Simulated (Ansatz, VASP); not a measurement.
# Sb: VASP beside Ansatz

```
CELL_PARAMETERS angstrom
0.17336 2.38853 2.49587
2.41731 0.06469 2.60454
2.32045 2.40035 0.16154
ATOMIC_POSITIONS crystal
Sb 0.00000 0.00000 0.00000
```

Alike in both runs: functional HSE06; k mesh 6 × 6 × 6; occupations fermi-dirac, width 0.05 eV; no spin polarisation.

```csv
,VASP,Ansatz
version,VASP 6.6.1,Ansatz 0.2.0
potentials or method,"VASP PAW PBE potentials, release 64 (Sb)",Ansatz PAW
plane-wave cutoff (eV),520,420
valence electrons in the cell,5,15
task,single point,projected density of states
```

|  | VASP | Ansatz | Ansatz less VASP |
| --- | --- | --- | --- |
| gap on the k mesh at the Fermi level (eV) | none | none | - |
| pressure (GPa) | -0.4 | 0.7 | +1.10 |
| traceless stress, the component that is largest in VASP (GPa) | -4.03 | -4.01 | +0.019 |

A gap of «none» marks a metal or a gap that the smearing closes. The functional is the same, so the differences come from potentials, cutoffs and numerics. VASP's potentials hold 5 valence electrons a cell and Ansatz's 15, so a difference there can come from the potentials and not from the codes.

The k mesh is coarse, so the values compare programs but aren't converged. Spin-orbit coupling is off throughout.
